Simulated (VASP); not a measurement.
# Ir (I4/mmm) in VASP: a series of runs

Ir is run at these levels: PBEsol; tasks: single point.

Everything below comes from runs of VASP 6.6.1. Logs are shortened: lines on timing, memory, paths and dates and some standing lists are left out, and cuts for length are marked.

## 1. The cell of the first run

The structure is tetragonal, space group I4/mmm (No. 139). The conventional cell has a = 2.756 Å, b = 2.756 Å, c = 3.955 Å, α = 90.00°, β = 90.00°, γ = 90.00°. Ir (site symmetry 4/mmm) has 12 Ir at 2.76 to 2.78 Å within 3.6 Å.

## 2. Single point, PBEsol (strain +0.015 along x and y, +0.030 along z)

Contents of INCAR:

```
SYSTEM = Ir
  ALGO = Normal
  EDIFF = 1E-6
  ENCUT = 520
  GGA = PS
  ISIF = 2
  ISMEAR = 0
  LASPH = .True.
  LCHARG = .False.
  LREAL = .False.
  LWAVE = .False.
  NBANDS = 10
  NELM = 100
  PREC = Accurate
  SIGMA = 0.15
```

Contents of KPOINTS:

```
k-points
0
Gamma
  22 22 22
  0 0 0
```

Contents of POSCAR:

```
Ir
1.0
    0.0000000000      1.9484955000      1.9772910000
    1.9484955000      0.0000000000      1.9772910000
    1.9484955000      1.9484955000      0.0000000000
Ir
1
Direct
    0.0000000000      0.0000000000      0.0000000000
```

Potentials or basis: VASP PAW PBE potentials, release 64 (Ir).

Started as:

```bash
cat potpaw_PBE.64/Ir/POTCAR > POTCAR
mpirun -np 1 vasp_std > vasp.out
```

OUTCAR:

```text
SYSTEM = Ir
   EDIFF = 1E-6
   ENCUT = 520
   GGA = PS
   ISIF = 2
   ISMEAR = 0
   LASPH = .True.
   LREAL = .False.
   NELM = 100
   PREC = Accurate

 ion  position               nearest neighbor table
   1  0.000  0.000  0.000-

  LATTYP: Found a body centered tetragonal cell.
 ALAT       =     2.7555887623
 C/A-ratio  =     1.4351132702

  Lattice vectors:

 A1 = (  -1.9484955000,   0.0000000000,   1.9772910000)
 A2 = (   1.9484955000,   0.0000000000,   1.9772910000)
 A3 = (   0.0000000000,   1.9484955000,  -1.9772910000)

Analysis of symmetry for initial positions (statically):
=====================================================================
 Subroutine PRICEL returns:
 Original cell was already a primitive cell.

 Routine SETGRP: Setting up the symmetry group for a
 body centered tetragonal supercell.

 Subroutine GETGRP returns: Found 16 space group operations
 (whereof 16 operations were pure point group operations)
 out of a pool of 16 trial point group operations.

The static configuration has the point symmetry D_4h.

Analysis of symmetry for dynamics (positions and initial velocities):
=====================================================================
 Subroutine PRICEL returns:
 Original cell was already a primitive cell.

 Routine SETGRP: Setting up the symmetry group for a
 body centered tetragonal supercell.

 Subroutine GETGRP returns: Found 16 space group operations
 (whereof 16 operations were pure point group operations)
 out of a pool of 16 trial point group operations.

The dynamic configuration has the point symmetry D_4h.

 Subroutine INISYM returns: Found 16 space group operations
 (whereof 16 operations are pure point group operations),
 and found     1 'primitive' translations

----------------------------------------------------------------------------------------

                                     Primitive cell

  volume of cell :      15.0141

  direct lattice vectors                    reciprocal lattice vectors
     0.000000000  1.948495500  1.977291000    -0.256608240  0.256608240  0.252871226
     1.948495500  0.000000000  1.977291000     0.256608240 -0.256608240  0.252871226
     1.948495500  1.948495500  0.000000000     0.256608240  0.256608240 -0.252871226

  length of vectors
     2.776024930  2.776024930  2.755588762     0.442311468  0.442311468  0.442311468

  position of ions in fractional coordinates (direct lattice)
     0.000000000  0.000000000  0.000000000

  ion indices of the primitive-cell ions
   primitive index   ion index
                 1           1

----------------------------------------------------------------------------------------

 KPOINTS: k-points

Automatic generation of k-mesh.
 Grid dimensions read from file:
 generate k-points for:   22   22   22

 Generating k-lattice:

  Cartesian coordinates                     Fractional coordinates (reciprocal lattice)
    -0.011664011  0.011664011  0.011494147     0.045454545  0.000000000  0.000000000
     0.011664011 -0.011664011  0.011494147     0.000000000  0.045454545  0.000000000
     0.011664011  0.011664011 -0.011494147     0.000000000  0.000000000  0.045454545

  Length of vectors
     0.020105067  0.020105067  0.020105067

  Shift w.r.t. Gamma in fractional coordinates (k-lattice)
     0.000000000  0.000000000  0.000000000

 Subroutine IBZKPT returns following result:
 ===========================================

 Found    834 irreducible k-points:

 Following reciprocal coordinates:
            Coordinates               Weight
  0.000000  0.000000  0.000000      1.000000
  0.045455  0.000000  0.000000      8.000000
  0.090909  0.000000  0.000000      8.000000
  0.136364  0.000000  0.000000      8.000000
  0.181818  0.000000  0.000000      8.000000
  0.227273  0.000000  0.000000      8.000000
[... 16 lines left out ...]
  0.500000  0.045455  0.000000      8.000000
 -0.454545  0.045455  0.000000      8.000000
 [... further k-points ...]
   k-points           NKPTS =    834   k-points in BZ     NKDIM =    834   number of bands    NBANDS=     10
   number of dos      NEDOS =    301   number of ions     NIONS =      1
   total plane-waves  NPLWV =  11520
   dimension x,y,z NGX =    24 NGY =   24 NGZ =   20
   dimension x,y,z NGXF=    48 NGYF=   48 NGZF=   40
   ions per type =               1
   NGX,Y,Z   is equivalent  to a cutoff of  14.37, 14.37, 12.07 a.u.
   NGXF,Y,Z  is equivalent  to a cutoff of  28.75, 28.75, 24.13 a.u.
 SYSTEM =  Ir
   PREC   = accura    normal or accurate (medium, high low for compatibility)
   ISTART =      0    job   : 0-new  1-cont  2-samecut
   ICHARG =      2    charge: 1-file 2-atom 10-const
   ISPIN  =      1    spin polarized calculation?
   LNONCOLLINEAR =      F non collinear calculations
   LSORBIT =      F    spin-orbit coupling
   LASPH  =      T    aspherical Exc in radial PAW
   ENCUT  =  520.0 eV  38.22 Ry    6.18 a.u.   5.16  5.16  5.12*2*pi/ulx,y,z
   NELM   =    100;   NELMIN=  2; NELMDL= -5     # of ELM steps
   EDIFF  = 0.1E-05   stopping-criterion for ELM
   LREAL  =      F    real-space projection
   EDIFFG = 0.1E-04   stopping-criterion for IOM
   NSW    =      0    number of steps for IOM
   IBRION =     -1    ionic relax: 0-MD 1-quasi-New 2-CG
   NFREE  =      0    steps in history (QN), initial steepest desc. (CG)
   ISIF   =      2    stress and relaxation
   ISYM   =      2    0-nonsym 1-usesym 2-fastsym
   POTIM  = 0.5000    time-step for ionic-motion
   TEBEG  =    0.0;   TEEND  =   0.0 temperature during run
   PSTRESS=    0.0 pullay stress
   NELECT =       9.0000    total number of electrons
   NUPDOWN=      -1.0000    fix difference up-down
   EMIN   =  10.00;   EMAX   =-10.00  energy-range for DOS
   EFERMI =   0.00;   METHOD = LEGACY
   ISMEAR =     0;   SIGMA  =   0.15  broadening in eV -4-tet -1-fermi 0-gaus
   EFERMI_NEDOS =   21; number of points for ismear=-14 and -15
   IALGO  =     38    algorithm
   IMIX   =      4    mixing-type and parameters
     AMIX     =   0.40;   BMIX     =  1.00
     AMIX_MAG =   1.60;   BMIX_MAG =  1.00
  volume/ion in A,a.u.               =      15.01       101.32
  Fermi-wavevector in a.u.,A,eV,Ry     =   1.380350  2.608483 25.924078  1.905366
  Thomas-Fermi vector in A             =   2.505235
   LORBIT       =      0    0 simple, 1 ext, 2 COOP (PROOUT), +10 PAW based schemes
   GGA     = PS    functional components
   LHFCALC =     F    Hartree Fock is set to
   AEXX    =    0.0000 exact exchange contribution
   IVDW    =     0    specifies the selected vdW correction
   LEPSILON=     F    determine dielectric tensor
   LRPA    =     F    only Hartree local field effects (RPA)
 non-spin polarized calculation
 Gauss-broadening in eV      SIGMA  =   0.15
  energy-cutoff  :      520.00
  volume of cell :       15.01
 maximum number of plane-waves:       415
 NGX is ok and might be reduce to    24
   NGX = 11   NGY = 11   NGZ = 11

 number of electron       9.0000000 magnetization

 Free energy of the ion-electron system (eV)
  ---------------------------------------------------
  ext. energy  EPLUGINS =         0.00000000
  ---------------------------------------------------
  free energy    TOTEN  =        -9.75537909 eV

  energy without entropy =       -9.74195165  energy(sigma->0) =       -9.74866537

 E-fermi :   9.2113     XC(G=0): -13.7546

 val. band max:        9.2096397718   @ k =   0.4545   0.0000   0.4091
 cond. band min:       9.2126244725   @ k =  -0.2273   0.1818   0.1364
 fundamental gap:      0.0029847007
 Fermi energy:         9.2112843918

 k-point     1 :       0.0000    0.0000    0.0000
  band No.  band energies     occupation
      1      -1.3162      2.00000
      2       5.5588      2.00000
      3       5.7385      2.00000
      4       5.7385      2.00000
      5       8.0273      2.00000
      6       8.2630      2.00000
      7      23.6651      0.00000
      8      28.6036      0.00000
      9      29.0236      0.00000
     10      29.0236      0.00000

 k-point     2 :       0.0455    0.0000    0.0000
  band No.  band energies     occupation
      1      -1.2294      2.00000
      2       5.5616      2.00000
      3       5.7277      2.00000
      4       5.7759      2.00000
      5       8.0060      2.00000
      6       8.2373      2.00000
      7      23.8114      0.00000
      8      28.3162      0.00000
      9      28.9318      0.00000
     10      29.1628      0.00000

 k-point     3 :       0.0909    0.0000    0.0000
  band No.  band energies     occupation
      1      -0.9744      2.00000
      2       5.4893      2.00000
      3       5.7791      2.00000
      4       5.8795      2.00000
      5       7.9549      2.00000
      6       8.1724      2.00000
      7      24.2257      0.00000
      8      27.2528      0.00000
      9      29.2888      0.00000
     10      29.5707      0.00000

 k-point     4 :       0.1364    0.0000    0.0000
  band No.  band energies     occupation
      1      -0.5688      2.00000
      2       5.3385      2.00000
      3       5.9002      2.00000
      4       6.0208      2.00000
      5       7.9151      2.00000
      6       8.1063      2.00000
      7      24.8243      0.00000
      8      25.9967      0.00000
      9      29.9254      0.00000
     10      30.2186      0.00000

 k-point     5 :       0.1818    0.0000    0.0000
  band No.  band energies     occupation
      1      -0.0479      2.00000
      2       5.1949      2.00000
      3       6.0056      2.00000
      4       6.1462      2.00000
      5       7.9537      2.00000
      6       8.1030      2.00000
      7      24.6893      0.00000
      8      25.4563      0.00000
      9      30.7589      0.00000
     10      31.0532      0.00000

 k-point     6 :       0.2273    0.0000    0.0000
  band No.  band energies     occupation
      1       0.5253      2.00000
      2       5.1469      2.00000
      3       6.0297      2.00000
      4       6.1934      2.00000
      5       8.1351      2.00000
      6       8.2315      2.00000
      7      23.3799      0.00000
      8      25.7656      0.00000
      9      31.6800      0.00000
     10      31.9525      0.00000
[... 183 lines left out ...]
 k-point    21 :       0.4091    0.0455    0.0000
  band No.  band energies     occupation
      1       1.7536      2.00000
      2       5.5575      2.00000
      3       5.9011      2.00000
      4       6.9025      2.00000
      5       9.6436      0.00005
      6       9.7229      0.00000
      7      17.9769      0.00000
      8      23.8629      0.00000
      9      29.1335      0.00000
     10      29.6702      0.00000

 k-point    22 :       0.4545    0.0455    0.0000
  band No.  band energies     occupation
      1       1.7807      2.00000
      2       5.4732      2.00000
      3       5.8075      2.00000
      4       7.6977      2.00000
      5       9.9411      0.00000
      6      10.1364      0.00000
      7      16.6586      0.00000
      8      23.4838      0.00000
      9      28.6386      0.00000
     10      28.7757      0.00000

 k-point    23 :       0.5000    0.0455    0.0000
  band No.  band energies     occupation
      1       1.7834      2.00000
      2       5.4399      2.00000
      3       5.7563      2.00000
      4       8.1654      2.00000
      5       9.9996      0.00000
      6      10.4814      0.00000
      7      15.9018      0.00000
      8      23.3123      0.00000
      9      28.2274      0.00000
     10      28.5126      0.00000

 k-point    24 :      -0.4545    0.0455    0.0000
  band No.  band energies     occupation
      1       1.7843      2.00000
      2       5.4598      2.00000
      3       5.7548      2.00000
      4       8.0769      2.00000
      5       9.8802      0.00000
      6      10.5146      0.00000
      7      16.0547      0.00000
      8      23.3463      0.00000
      9      28.0830      0.00000
     10      28.7938      0.00000

 [... further k-points ...]
[... 5 lines left out ...]
  --------------------------------------------------------------------------------------
  -------------------------------------------------------------------------------------
  Total       -1.8207516     -1.8207516     -2.2533728      0.0000000      0.0000000      0.0000000
  in kB     -194.2951121   -194.2951121   -240.4607700      0.0000000      0.0000000      0.0000000
  external PRESSURE =    -209.6836647 kB  Pullay stress =       0.0000000 kB

 VOLUME and BASIS-vectors are now :
 -----------------------------------------------------------------------------
  energy-cutoff  :      520.00
  volume of cell :       15.01
      direct lattice vectors                 reciprocal lattice vectors
     0.000000000  1.948495500  1.977291000    -0.256608240  0.256608240  0.252871226
     1.948495500  0.000000000  1.977291000     0.256608240 -0.256608240  0.252871226
     1.948495500  1.948495500  0.000000000     0.256608240  0.256608240 -0.252871226

 POSITION                                       TOTAL-FORCE (eV/Angst)
 -----------------------------------------------------------------------------------
      0.00000      0.00000      0.00000        -0.000000      0.000000      0.000000
 -----------------------------------------------------------------------------------
    total drift:                               -0.000000      0.000000     -0.000000

  FREE ENERGIE OF THE ION-ELECTRON SYSTEM (eV)
  ---------------------------------------------------
  free  energy   TOTEN  =        -9.7553790933 eV

  energy  without entropy=       -9.7419516484  energy(sigma->0) =       -9.74866537
```

It took 32 s on 1 thread of Intel Xeon 6975P-C (Granite Rapids), shared host; peak memory 0.25 GiB.

What came out:

```yaml
Free_energy: -9.7554 eV
Pressure: -21.0 GPa
```

Stress tensor (GPa, compression positive):
```
-19.43   0.00   0.00
  0.00 -19.43   0.00
  0.00   0.00 -24.05
```

Caveat: the cell differs from its parent crystal (strain +0.015 along x and y, +0.030 along z); the PAW data sets were made with another functional, which shifts forces and pressure a little; spin-orbit coupling is left out, which moves the levels of the heavy elements.

## 3. Single point, PBEsol (strain +0.030 along x and y, +0.015 along z)

Contents of INCAR:

```
PREC = Accurate
ENCUT = 520
EDIFF = 1E-7
ISMEAR = 0
SIGMA = 0.15
LREAL = F
LASPH = T
NELM = 60
ALGO = Fast
ISIF = 2
LWAVE = F
LCHARG = F
GGA = PS
NBANDS = 10
```

Contents of KPOINTS:

```
Automatic mesh
0
Gamma
  22 22 22
```

Contents of POSCAR:

```
Ir
1.0
    0.0000000000      1.9772910000      1.9484955000
    1.9772910000      0.0000000000      1.9484955000
    1.9772910000      1.9772910000      0.0000000000
Ir
1
Direct
    0.0000000000      0.0000000000      0.0000000000
```

Potentials or basis: VASP PAW PBE potentials, release 64 (Ir).

Started as:

```bash
cat potpaw_PBE.64/Ir/POTCAR > POTCAR
mpirun -np 1 vasp_std > vasp.out
```

Wall time 56 s (1 thread of Intel Xeon 6975P-C (Granite Rapids), shared host); peak memory 0.26 GiB.

Results (log left out):

```
Free energy : -9.7237 eV
Pressure    : -24.9 GPa
```

Stress tensor (GPa, compression positive):
```
-26.40   0.00   0.00
  0.00 -26.40   0.00
  0.00   0.00 -22.04
```

Levels at points of the mesh, in eV from the Fermi level:
| k point | band 1 | band 2 | band 3 | band 4 | band 5 | band 6 | band 7 | band 8 | band 9 |
| --- | --- | --- | --- | --- | --- | --- | --- | --- | --- |
| (0.00, 0.00, 0.00) | -10.38 | -3.51 | -3.51 | -3.34 | -1.16 | -0.93 | 14.47 | 19.47 | 19.47 |
| (0.50, 0.00, 0.00) | -7.35 | -3.62 | -3.44 | -0.59 | 0.76 | 0.86 | 6.53 | 13.98 | 19.00 |
| (0.50, 0.50, 0.00) | -7.07 | -6.57 | 0.77 | 1.32 | 1.32 | 1.90 | 9.76 | 11.17 | 11.17 |
| (0.50, 0.00, 0.50) | -7.10 | -6.55 | 0.79 | 1.22 | 1.39 | 1.61 | 9.39 | 11.37 | 11.50 |

Caveat: the cell differs from its parent crystal (strain +0.030 along x and y, +0.015 along z); the PAW data sets were made with another functional, which shifts forces and pressure a little; spin-orbit coupling is left out, which moves the levels of the heavy elements.
